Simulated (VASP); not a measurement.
# Be (Im-3m) in VASP: notebook

Be is run at these levels: LDA; tasks: single point.

All numbers are computed with VASP 6.6.1; they aren't measurements. Logs are shortened: lines on timing, memory, paths and dates and some standing lists are left out, and cuts for length are marked.

## (1) The cell of the first run

Symmetry: Im-3m, No. 229, cubic system. Conventional cell: a = 2.395 Å, b = 2.395 Å, c = 2.395 Å, α = 90.00°, β = 90.00°, γ = 90.00°. Within 2.7 Å of Be (site symmetry m-3m) lie 14 Be at 2.07 to 2.39 Å.

## (2) Single point, LDA (volume scaled by 0.92)

INCAR reads:

```
SYSTEM = Be
ALGO = Normal ; EDIFF = 1E-6
ENCUT = 520 ; GGA = CA
ISIF = 2 ; ISMEAR = -1
LASPH = .True. ; LCHARG = .False.
LREAL = .False. ; LWAVE = .False.
NBANDS = 7 ; NELM = 60
PREC = Accurate ; SIGMA = 0.1
```

KPOINTS reads:

```
k-points
0
Gamma
  20 20 20
  0 0 0
```

POSCAR reads:

```
Be
1.0
   -1.1974738058      1.1974738058      1.1974738058
    1.1974738058     -1.1974738058      1.1974738058
    1.1974738058      1.1974738058     -1.1974738058
Be
1
Direct
    0.0000000000      0.0000000000      0.0000000000
```

Potentials or basis: VASP PAW LDA potentials, release 64 (Be).

The run is started by

```
cat potpaw_LDA.64/Be/POTCAR > POTCAR
mpirun -np 1 vasp_std > vasp.out
```

OUTCAR:

```text
SYSTEM = Be
   EDIFF = 1E-6
   ENCUT = 520
   GGA = CA
   ISIF = 2
   ISMEAR = -1
   LASPH = .True.
   LREAL = .False.
   NELM = 60
   PREC = Accurate

 ion  position               nearest neighbor table
   1  0.000  0.000  0.000-

  LATTYP: Found a body centered cubic cell.
 ALAT       =     2.3949476116

  Lattice vectors:

 A1 = (  -1.1974738058,   1.1974738058,   1.1974738058)
 A2 = (   1.1974738058,  -1.1974738058,   1.1974738058)
 A3 = (   1.1974738058,   1.1974738058,  -1.1974738058)

Analysis of symmetry for initial positions (statically):
=====================================================================
 Subroutine PRICEL returns:
 Original cell was already a primitive cell.

 Routine SETGRP: Setting up the symmetry group for a
 body centered cubic supercell.

 Subroutine GETGRP returns: Found 48 space group operations
 (whereof 48 operations were pure point group operations)
 out of a pool of 48 trial point group operations.

The static configuration has the point symmetry O_h .

Analysis of symmetry for dynamics (positions and initial velocities):
=====================================================================
 Subroutine PRICEL returns:
 Original cell was already a primitive cell.

 Routine SETGRP: Setting up the symmetry group for a
 body centered cubic supercell.

 Subroutine GETGRP returns: Found 48 space group operations
 (whereof 48 operations were pure point group operations)
 out of a pool of 48 trial point group operations.

The dynamic configuration has the point symmetry O_h .

 Subroutine INISYM returns: Found 48 space group operations
 (whereof 48 operations are pure point group operations),
 and found     1 'primitive' translations

----------------------------------------------------------------------------------------

                                     Primitive cell

  volume of cell :       6.8684

  direct lattice vectors                    reciprocal lattice vectors
    -1.197473806  1.197473806  1.197473806     0.000000000  0.417545668  0.417545668
     1.197473806 -1.197473806  1.197473806     0.417545668  0.000000000  0.417545668
     1.197473806  1.197473806 -1.197473806     0.417545668  0.417545668  0.000000000

  length of vectors
     2.074085472  2.074085472  2.074085472     0.590498746  0.590498746  0.590498746

  position of ions in fractional coordinates (direct lattice)
     0.000000000  0.000000000  0.000000000

  ion indices of the primitive-cell ions
   primitive index   ion index
                 1           1

----------------------------------------------------------------------------------------

 KPOINTS: k-points

Automatic generation of k-mesh.
 Grid dimensions read from file:
 generate k-points for:   20   20   20

 Generating k-lattice:

  Cartesian coordinates                     Fractional coordinates (reciprocal lattice)
     0.000000000  0.020877283  0.020877283     0.050000000  0.000000000  0.000000000
     0.020877283  0.000000000  0.020877283     0.000000000  0.050000000  0.000000000
     0.020877283  0.020877283  0.000000000     0.000000000  0.000000000  0.050000000

  Length of vectors
     0.029524937  0.029524937  0.029524937

  Shift w.r.t. Gamma in fractional coordinates (k-lattice)
     0.000000000  0.000000000  0.000000000

 Subroutine IBZKPT returns following result:
 ===========================================

 Found    256 irreducible k-points:

 Following reciprocal coordinates:
            Coordinates               Weight
  0.000000  0.000000  0.000000      1.000000
  0.050000  0.000000  0.000000     12.000000
  0.100000  0.000000  0.000000     12.000000
  0.150000  0.000000  0.000000     12.000000
  0.200000  0.000000  0.000000     12.000000
  0.250000  0.000000  0.000000     12.000000
[... 16 lines left out ...]
  0.200000  0.100000 -0.000000     48.000000
  0.250000  0.100000 -0.000000     48.000000
 [... further k-points ...]
   k-points           NKPTS =    256   k-points in BZ     NKDIM =    256   number of bands    NBANDS=      7
   number of dos      NEDOS =    301   number of ions     NIONS =      1
   total plane-waves  NPLWV =   4096
   dimension x,y,z NGX =    16 NGY =   16 NGZ =   16
   dimension x,y,z NGXF=    32 NGYF=   32 NGZF=   32
   ions per type =               1
   NGX,Y,Z   is equivalent  to a cutoff of  12.82, 12.82, 12.82 a.u.
   NGXF,Y,Z  is equivalent  to a cutoff of  25.65, 25.65, 25.65 a.u.
 SYSTEM =  Be
   PREC   = accura    normal or accurate (medium, high low for compatibility)
   ISTART =      0    job   : 0-new  1-cont  2-samecut
   ICHARG =      2    charge: 1-file 2-atom 10-const
   ISPIN  =      1    spin polarized calculation?
   LNONCOLLINEAR =      F non collinear calculations
   LSORBIT =      F    spin-orbit coupling
   LASPH  =      T    aspherical Exc in radial PAW
   ENCUT  =  520.0 eV  38.22 Ry    6.18 a.u.   3.86  3.86  3.86*2*pi/ulx,y,z
   NELM   =     60;   NELMIN=  2; NELMDL= -5     # of ELM steps
   EDIFF  = 0.1E-05   stopping-criterion for ELM
   LREAL  =      F    real-space projection
   EDIFFG = 0.1E-04   stopping-criterion for IOM
   NSW    =      0    number of steps for IOM
   IBRION =     -1    ionic relax: 0-MD 1-quasi-New 2-CG
   NFREE  =      0    steps in history (QN), initial steepest desc. (CG)
   ISIF   =      2    stress and relaxation
   ISYM   =      2    0-nonsym 1-usesym 2-fastsym
   POTIM  = 0.5000    time-step for ionic-motion
   TEBEG  =    0.0;   TEEND  =   0.0 temperature during run
   PSTRESS=    0.0 pullay stress
   NELECT =       2.0000    total number of electrons
   NUPDOWN=      -1.0000    fix difference up-down
   EMIN   =  10.00;   EMAX   =-10.00  energy-range for DOS
   EFERMI =   0.00;   METHOD = LEGACY
   ISMEAR =    -1;   SIGMA  =   0.10  broadening in eV -4-tet -1-fermi 0-gaus
   EFERMI_NEDOS =   21; number of points for ismear=-14 and -15
   IALGO  =     38    algorithm
   IMIX   =      4    mixing-type and parameters
     AMIX     =   0.40;   BMIX     =  1.00
     AMIX_MAG =   1.60;   BMIX_MAG =  1.00
  volume/ion in A,a.u.               =       6.87        46.35
  Fermi-wavevector in a.u.,A,eV,Ry     =   1.085089  2.050521 16.019755  1.177419
  Thomas-Fermi vector in A             =   2.221195
   LORBIT       =      0    0 simple, 1 ext, 2 COOP (PROOUT), +10 PAW based schemes
   GGA     = CA    functional components
   LHFCALC =     F    Hartree Fock is set to
   AEXX    =    0.0000 exact exchange contribution
   IVDW    =     0    specifies the selected vdW correction
   LEPSILON=     F    determine dielectric tensor
   LRPA    =     F    only Hartree local field effects (RPA)
 non-spin polarized calculation
  energy-cutoff  :      520.00
  volume of cell :        6.87
 maximum number of plane-waves:       196
   NGX =  7   NGY =  7   NGZ =  7

 number of electron       2.0000000 magnetization

 Free energy of the ion-electron system (eV)
  ---------------------------------------------------
  ext. energy  EPLUGINS =         0.00000000
  ---------------------------------------------------
  free energy    TOTEN  =        -4.09258886 eV

  energy without entropy =       -4.08929519  energy(sigma->0) =       -4.09094203

 E-fermi :   8.8505     XC(G=0): -11.0997

 val. band max:        8.8229868176   @ k =  -0.3500  -0.4000   0.0500
 cond. band min:       8.8529033812   @ k =   0.3000   0.2500   0.1500
 fundamental gap:      0.0299165636
 Fermi energy:         8.8504664273

 k-point     1 :       0.0000    0.0000    0.0000
  band No.  band energies     occupation
      1      -4.0037      2.00000
      2      30.1163      0.00000
      3      30.1163      0.00000
      4      30.1163      0.00000
      5      42.4070      0.00000
      6      42.4070      0.00000
      7      42.4070      0.00000

 k-point     2 :       0.0500    0.0000    0.0000
  band No.  band energies     occupation
      1      -3.9138      2.00000
      2      29.6525      0.00000
      3      29.7183      0.00000
      4      30.0009      0.00000
      5      41.0856      0.00000
      6      41.1999      0.00000
      7      43.0580      0.00000

 k-point     3 :       0.1000    0.0000    0.0000
  band No.  band energies     occupation
      1      -3.6436      2.00000
      2      28.2162      0.00000
      3      28.7279      0.00000
      4      29.6636      0.00000
      5      38.8622      0.00000
      6      39.2530      0.00000
      7      43.0722      0.00000

 k-point     4 :       0.1500    0.0000    0.0000
  band No.  band energies     occupation
      1      -3.1928      2.00000
      2      25.8999      0.00000
      3      27.4903      0.00000
      4      29.1371      0.00000
      5      37.3926      0.00000
      6      37.4948      0.00000
      7      42.6252      0.00000

 k-point     5 :       0.2000    0.0000    0.0000
  band No.  band energies     occupation
      1      -2.5614      2.00000
      2      23.0814      0.00000
      3      26.2370      0.00000
      4      28.4856      0.00000
      5      35.7421      0.00000
      6      36.8955      0.00000
      7      42.6958      0.00000
[... 161 lines left out ...]
 k-point    22 :       0.1500    0.1000   -0.0000
  band No.  band energies     occupation
      1      -2.2881      2.00000
      2      23.0591      0.00000
      3      24.6728      0.00000
      4      27.2788      0.00000
      5      36.6666      0.00000
      6      37.1413      0.00000
      7      42.9118      0.00000

 k-point    23 :       0.2000    0.1000   -0.0000
  band No.  band energies     occupation
      1      -1.4754      2.00000
      2      20.1520      0.00000
      3      23.5890      0.00000
      4      26.3897      0.00000
      5      36.5154      0.00000
      6      36.6678      0.00000
      7      43.5334      0.00000

 k-point    24 :       0.2500    0.1000   -0.0000
  band No.  band energies     occupation
      1      -0.4910      2.00000
      2      17.3031      0.00000
      3      22.6661      0.00000
      4      25.5871      0.00000
      5      35.8627      0.00000
      6      36.9460      0.00000
      7      44.4502      0.00000

 [... further k-points ...]

------------------------ aborting loop because EDIFF is reached ----------------------------------------

  FORCE on cell =-STRESS in cart. coord.  units (eV):
  Direction    XX          YY          ZZ          XY          YZ          ZX
  --------------------------------------------------------------------------------------
  -------------------------------------------------------------------------------------
  Total        0.5625267      0.5625267      0.5625267     -0.0000000     -0.0000000     -0.0000000
  in kB      131.2186832    131.2186832    131.2186832     -0.0000000     -0.0000000     -0.0000000
  external PRESSURE =     131.2186832 kB  Pullay stress =       0.0000000 kB

 VOLUME and BASIS-vectors are now :
 -----------------------------------------------------------------------------
  energy-cutoff  :      520.00
  volume of cell :        6.87
      direct lattice vectors                 reciprocal lattice vectors
    -1.197473806  1.197473806  1.197473806     0.000000000  0.417545668  0.417545668
     1.197473806 -1.197473806  1.197473806     0.417545668  0.000000000  0.417545668
     1.197473806  1.197473806 -1.197473806     0.417545668  0.417545668  0.000000000

 POSITION                                       TOTAL-FORCE (eV/Angst)
 -----------------------------------------------------------------------------------
      0.00000      0.00000      0.00000         0.000000      0.000000      0.000000
 -----------------------------------------------------------------------------------
    total drift:                                0.000000      0.000000      0.000000

  FREE ENERGIE OF THE ION-ELECTRON SYSTEM (eV)
  ---------------------------------------------------
  free  energy   TOTEN  =        -4.0925888600 eV

  energy  without entropy=       -4.0892951915  energy(sigma->0) =       -4.09094203
```

It took 4.6 s on 1 thread of Intel Xeon Platinum 8259CL at 2.50GHz (Skylake/Cascade Lake), shared host; peak memory 0.11 GiB.

Results:

```yaml
Free_energy: -4.0926 eV
Pressure: 13.1 GPa
Band_gap_on_the_k_mesh: zero (band 1 reaches 13.19 eV, above the bottom of band 2 at 7.40 eV)
```

Levels at points of the mesh, in eV from the Fermi level:
```csv
k point,band 1,band 2,band 3,band 4,band 5
"(0.00, 0.00, 0.00)",-12.85,21.27,21.27,21.27,33.56
"(0.50, 0.00, 0.00)",-5.75,0.97,13.44,16.93,22.25
"(0.50, 0.50, 0.50)",4.34,4.34,4.34,10.65,10.65
```

[end of part 1 of 2]
